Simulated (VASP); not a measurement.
# Pd (Fm-3m) in VASP: a series of runs, part 2 of 2

VASP 6.6.1.

**3. Single point, r2SCAN+rVV10**

This run uses another cell than the first one, of 15.05 Å³/atom, 1.020 times its volume.

POSCAR

```
Pd
1.0
    0.0000000000      1.9593911042      1.9593911042
    1.9593911042      0.0000000000      1.9593911042
    1.9593911042      1.9593911042      0.0000000000
Pd
1
Direct
    0.0000000000      0.0000000000      0.0000000000
```

INCAR.step1

```
  PREC = Accurate
  ENCUT = 520
  ISMEAR = -1
  SIGMA = 0.05
  LREAL = F
  LASPH = T
  NELM = 100
  NBANDS = 11
  GGA = PE
  ALGO = Normal
  EDIFF = 1E-4
  LWAVE = T
  LCHARG = F
```

INCAR.step2

```
  PREC = Accurate
  ENCUT = 520
  EDIFF = 1E-7
  ISMEAR = -1
  SIGMA = 0.05
  LREAL = F
  LASPH = T
  NELM = 100
  ALGO = Normal
  ISIF = 2
  LWAVE = F
  LCHARG = F
  METAGGA = R2SCAN
  LMIXTAU = T
  LUSE_VDW = T
  IVDW_NL = 2
  BPARAM = 11.95
  CPARAM = 0.0093
  NBANDS = 11
  ISTART = 1
```

KPOINTS

```
Automatic mesh
0
Gamma
  12 12 12
```

Potentials or basis: VASP PAW PBE potentials, release 64 (Pd).

Command:

```bash
> cat potpaw_PBE.64/Pd/POTCAR > POTCAR
> cp INCAR.step1 INCAR
> mpirun -np 1 vasp_std > vasp.out
> cp INCAR.step2 INCAR
> mpirun -np 1 vasp_std > vasp.out
```

OUTCAR:

```text
PREC = Accurate
   ENCUT = 520
   EDIFF = 1E-7
   ISMEAR = -1
   LREAL = F
   LASPH = T
   NELM = 100
   ISIF = 2
   METAGGA = R2SCAN
   IVDW_NL = 2
   BPARAM = 11.95
   ISTART = 1

 ion  position               nearest neighbor table
   1  0.000  0.000  0.000-

  LATTYP: Found a face centered cubic cell.
 ALAT       =     3.9187822084

  Lattice vectors:

 A1 = (   0.0000000000,   1.9593911042,   1.9593911042)
 A2 = (   1.9593911042,   0.0000000000,   1.9593911042)
 A3 = (   1.9593911042,   1.9593911042,   0.0000000000)

Analysis of symmetry for initial positions (statically):
[... 33 lines left out ...]
                                     Primitive cell

  volume of cell :      15.0450

  direct lattice vectors                    reciprocal lattice vectors
     0.000000000  1.959391104  1.959391104    -0.255181316  0.255181316  0.255181316
     1.959391104  0.000000000  1.959391104     0.255181316 -0.255181316  0.255181316
     1.959391104  1.959391104  0.000000000     0.255181316  0.255181316 -0.255181316

[... 127 lines left out ...]
  free energy    TOTEN  =       -22.68611430 eV

  energy without entropy =      -22.66722145  energy(sigma->0) =      -22.67666787

 E-fermi :   9.2363     XC(G=0): -14.0280

 val. band max:        9.2314374352   @ k =  -0.4167   0.3333   0.0833
 cond. band min:       9.2378099460   @ k =  -0.2500   0.4167   0.1667
 fundamental gap:      0.0063725109
 Fermi energy:         9.2362743691

 k-point     1 :       0.0000    0.0000    0.0000
  band No.  band energies     occupation
      1       2.2003      2.00000
      2       6.4281      2.00000
      3       6.4281      2.00000
      4       6.4281      2.00000
      5       7.9870      2.00000
      6       7.9870      2.00000
      7      27.2500      0.00000
      8      31.7155      0.00000
      9      32.1219      0.00000
     10      32.1219      0.00000
     11      32.1219      0.00000
[... 309 lines left out ...]
 k-point    24 :      -0.4167    0.1667    0.0000
  band No.  band energies     occupation
      1       4.5903      2.00000
      2       5.9414      2.00000
      3       6.8926      2.00000
      4       7.3803      2.00000
      5       8.9989      1.98282
      6      13.1020      0.00000
      7      17.1016      0.00000
      8      25.7064      0.00000
      9      28.8908      0.00000
     10      29.8496      0.00000
     11      31.7563      0.00000

 [... further k-points ...]
[... 5 lines left out ...]
  --------------------------------------------------------------------------------------
  -------------------------------------------------------------------------------------
  Total       -0.3002231     -0.3002231     -0.3002231      0.0000000      0.0000000      0.0000000
  in kB      -31.9713703    -31.9713703    -31.9713703      0.0000000      0.0000000      0.0000000
  external PRESSURE =     -31.9713703 kB  Pullay stress =       0.0000000 kB

 VOLUME and BASIS-vectors are now :
 -----------------------------------------------------------------------------
  energy-cutoff  :      520.00
  volume of cell :       15.05
      direct lattice vectors                 reciprocal lattice vectors
     0.000000000  1.959391104  1.959391104    -0.255181316  0.255181316  0.255181316
     1.959391104  0.000000000  1.959391104     0.255181316 -0.255181316  0.255181316
     1.959391104  1.959391104  0.000000000     0.255181316  0.255181316 -0.255181316

 POSITION                                       TOTAL-FORCE (eV/Angst)
 -----------------------------------------------------------------------------------
      0.00000      0.00000      0.00000        -0.000000      0.000000      0.000000
 -----------------------------------------------------------------------------------
    total drift:                               -0.000000      0.000000      0.000000

  FREE ENERGIE OF THE ION-ELECTRON SYSTEM (eV)
  ---------------------------------------------------
  free  energy   TOTEN  =       -22.6861142963 eV

  energy  without entropy=      -22.6672214500  energy(sigma->0) =      -22.67666787
```

OUTCAR.step1:

```text
PREC = Accurate
   ENCUT = 520
   ISMEAR = -1
   LREAL = F
   LASPH = T
   NELM = 100
[... 552 lines left out ...]

 POSITION                                       TOTAL-FORCE (eV/Angst)
 -----------------------------------------------------------------------------------
      0.00000      0.00000      0.00000        -0.000000      0.000000     -0.000000
 -----------------------------------------------------------------------------------
    total drift:                               -0.000000      0.000000     -0.000000

  FREE ENERGIE OF THE ION-ELECTRON SYSTEM (eV)
  ---------------------------------------------------
  free  energy   TOTEN  =        -5.2282807552 eV

  energy  without entropy=       -5.2082384545  energy(sigma->0) =       -5.21825960
```

OSZICAR.step1:

```text
N       E                     dE             d eps       ncg     rms          rms(c)
DAV:   1     0.441744648246E+02    0.44174E+02   -0.52882E+03  1584   0.857E+02
DAV:   2    -0.481651283454E+01   -0.48991E+02   -0.47127E+02  1749   0.183E+02
DAV:   3    -0.550593543255E+01   -0.68942E+00   -0.68778E+00  1909   0.230E+01
DAV:   4    -0.550892767443E+01   -0.29922E-02   -0.29919E-02  1899   0.162E+00
DAV:   5    -0.550896014992E+01   -0.32475E-04   -0.32475E-04  2023   0.154E-01    0.732E+00
DAV:   6    -0.524150758222E+01    0.26745E+00   -0.10907E+00  1950   0.852E+00    0.357E+00
DAV:   7    -0.523170672920E+01    0.98009E-02   -0.17263E-02  2060   0.938E-01    0.188E+00
DAV:   8    -0.522832248028E+01    0.33842E-02   -0.14806E-03  1934   0.348E-01    0.107E-01
DAV:   9    -0.522828075521E+01    0.41725E-04   -0.21472E-04  1426   0.125E-01
   1 F= -.52282808E+01 E0= -.52182596E+01  d E =-.200423E-01
```

Run time: 88 s. Hardware: 1 thread of Intel Xeon Platinum 8259CL at 2.50GHz (Skylake/Cascade Lake), shared host; peak memory 0.21 GiB.

What came out:

| Item | Value |
| --- | --- |
| Free energy | -22.6861 eV |
| Pressure | -3.2 GPa |
| Band gap on the k mesh | zero (band 5 reaches 9.56 eV, above the bottom of band 6 at 7.93 eV) |

Levels at points of the mesh, in eV from the Fermi level:
| k point | band 3 | band 4 | band 5 | band 6 | band 7 | band 8 |
| --- | --- | --- | --- | --- | --- | --- |
| (0.00, 0.00, 0.00) | -2.81 | -2.81 | -1.25 | -1.25 | 18.01 | 22.48 |
| (0.50, 0.00, 0.00) | -2.88 | -0.02 | -0.02 | 1.33 | 7.56 | 17.40 |
| (0.50, 0.50, 0.00) | -0.08 | 0.32 | 0.32 | 3.65 | 11.11 | 13.81 |

Caveat: the PAW data sets were made with another functional, which shifts forces and pressure a little.

**4. Single point, r2SCAN+rVV10**

This run uses another cell than the first one, of 15.34 Å³/atom, 1.040 times its volume.

POSCAR

```
Pd
1.0
    0.0000000000      1.9721147795      1.9721147795
    1.9721147795      0.0000000000      1.9721147795
    1.9721147795      1.9721147795      0.0000000000
Pd
1
Direct
    0.0000000000      0.0000000000      0.0000000000
```

INCAR.step1

```
SYSTEM = Pd
ALGO     = Normal         ! electronic algorithm
EDIFF    = 1E-4           ! SCF threshold, eV
ENCUT    = 520            ! plane-wave cutoff, eV
GGA      = PE             ! functional
ISMEAR   = -1             ! smearing method
LASPH    = .True.         ! aspherical terms in the spheres
LCHARG   = .False.        ! write CHGCAR
LREAL    = .False.        ! projectors in reciprocal space
LWAVE    = .True.         ! write WAVECAR
NBANDS   = 11             ! bands
NELM     = 60             ! most SCF steps
PREC     = Accurate       ! precision mode
SIGMA    = 0.05           ! smearing width, eV
```

INCAR.step2

```
SYSTEM = Pd
ALGO     = Normal         ! electronic algorithm
BPARAM   = 11.95        
CPARAM   = 0.0093       
EDIFF    = 1E-7           ! SCF threshold, eV
ENCUT    = 520            ! plane-wave cutoff, eV
ISIF     = 2              ! what is computed and relaxed
ISMEAR   = -1             ! smearing method
ISTART   = 1            
IVDW_NL  = 2            
LASPH    = .True.         ! aspherical terms in the spheres
LCHARG   = .False.        ! write CHGCAR
LMIXTAU  = .True.       
LREAL    = .False.        ! projectors in reciprocal space
LUSE_VDW = .True.       
LWAVE    = .False.        ! write WAVECAR
METAGGA  = R2SCAN         ! meta-GGA
NBANDS   = 11             ! bands
NELM     = 60             ! most SCF steps
PREC     = Accurate       ! precision mode
SIGMA    = 0.05           ! smearing width, eV
```

KPOINTS

```
k-points
0
Gamma
  12 12 12
  0 0 0
```

Command:

```bash
> cat potpaw_PBE.64/Pd/POTCAR > POTCAR
> cp INCAR.step1 INCAR
> mpirun -np 1 vasp_std > vasp.out
> cp INCAR.step2 INCAR
> mpirun -np 1 vasp_std > vasp.out
```

Run time: 95 s. Hardware: 1 thread of Intel Xeon Platinum 8259CL at 2.50GHz (Skylake/Cascade Lake), shared host; peak memory 0.21 GiB.

It converged, with:

```
Free energy            : -22.6772 eV
Pressure               : -6.5 GPa
Band gap on the k mesh : zero (band 5 reaches 9.23 eV, above the bottom of band 6 at 7.65 eV)
```

Levels at points of the mesh, in eV from the Fermi level:
```
           k point  band 3  band 4  band 5  band 6  band 7  band 8
(0.00, 0.00, 0.00)   -2.72   -2.72   -1.21   -1.21   18.00   22.55
(0.50, 0.00, 0.00)   -2.79   -0.02   -0.02    1.37    7.40   17.38
(0.50, 0.50, 0.00)   -0.08    0.31    0.31    3.65   10.91   13.70
```

Caveat: the PAW data sets were made with another functional, which shifts forces and pressure a little.

**5. Single point, r2SCAN+rVV10**

This run uses another cell than the first one, of 15.64 Å³/atom, 1.060 times its volume.

POSCAR

```
Pd
1.0
    0.0000000000      1.9846763588      1.9846763588
    1.9846763588      0.0000000000      1.9846763588
    1.9846763588      1.9846763588      0.0000000000
Pd
1
Direct
    0.0000000000      0.0000000000      0.0000000000
```

INCAR.step1

```
  PREC = Accurate
  ENCUT = 520
  ISMEAR = -1
  SIGMA = 0.05
  LREAL = F
  LASPH = T
  NELM = 60
  NBANDS = 11
  GGA = PE
  ALGO = Normal
  EDIFF = 1E-4
  LWAVE = T
  LCHARG = F
```

INCAR.step2

```
  PREC = Accurate
  ENCUT = 520
  EDIFF = 1E-7
  ISMEAR = -1
  SIGMA = 0.05
  LREAL = F
  LASPH = T
  NELM = 60
  ALGO = Normal
  ISIF = 2
  LWAVE = F
  LCHARG = T
  METAGGA = R2SCAN
  LMIXTAU = T
  LUSE_VDW = T
  IVDW_NL = 2
  BPARAM = 11.95
  CPARAM = 0.0093
  LELF = T
  LVHAR = T
  NBANDS = 11
  ISTART = 1
```

KPOINTS

```
Automatic mesh
0
Gamma
  12 12 12
```

Command:

```bash
> cat potpaw_PBE.64/Pd/POTCAR > POTCAR
> cp INCAR.step1 INCAR
> mpirun -np 1 vasp_std > vasp.out
> cp INCAR.step2 INCAR
> mpirun -np 1 vasp_std > vasp.out
```

Run time: 1.9 min. Hardware: 1 thread of Intel Xeon Platinum 8259CL at 2.50GHz (Skylake/Cascade Lake), shared host; peak memory 0.21 GiB.

Results (log left out):

```
Free energy            : -22.6627 eV
Pressure               : -9.4 GPa
Band gap on the k mesh : zero (band 5 reaches 8.91 eV, above the bottom of band 6 at 7.39 eV)
```

Levels at points of the mesh, in eV from the Fermi level:
| k point | band 1 | band 2 | band 3 | band 4 | band 5 | band 6 | band 7 | band 8 | band 9 | band 10 |
| --- | --- | --- | --- | --- | --- | --- | --- | --- | --- | --- |
| (0.00, 0.00, 0.00) | -6.73 | -2.64 | -2.64 | -2.64 | -1.18 | -1.18 | 17.97 | 22.61 | 22.61 | 22.61 |
| (0.50, 0.00, 0.00) | -4.96 | -2.70 | -2.70 | -0.02 | -0.02 | 1.41 | 7.25 | 17.35 | 21.52 | 21.52 |
| (0.50, 0.50, 0.00) | -5.03 | -4.78 | -0.08 | 0.29 | 0.29 | 3.66 | 10.71 | 13.59 | 13.59 | 21.49 |

Caveat: the PAW data sets were made with another functional, which shifts forces and pressure a little.

**6. Summary**

| cell | gap on the mesh (eV) | pressure (GPa) |
| --- | --- | --- |
| a = 2.753 Å, angles 60.0°, 1 atom | none | 0.6 |
| a = 2.771 Å, angles 60.0°, 1 atom | none | -3.2 |
| a = 2.789 Å, angles 60.0°, 1 atom | none | -6.5 |
| a = 2.807 Å, angles 60.0°, 1 atom | none | -9.4 |

Alike in all rows: task single point; level r2SCAN+rVV10; potentials or basis VASP PAW PBE potentials, release 64 (Pd); no spin polarisation; k mesh 12 × 12 × 12; cutoff (eV) 520; smearing fermi-dirac 0.05 eV.

Caveats: the PAW data sets were made with another functional, which shifts forces and pressure a little.

Total energies depend on the potentials used, so only differences within one code and one set of settings carry meaning.
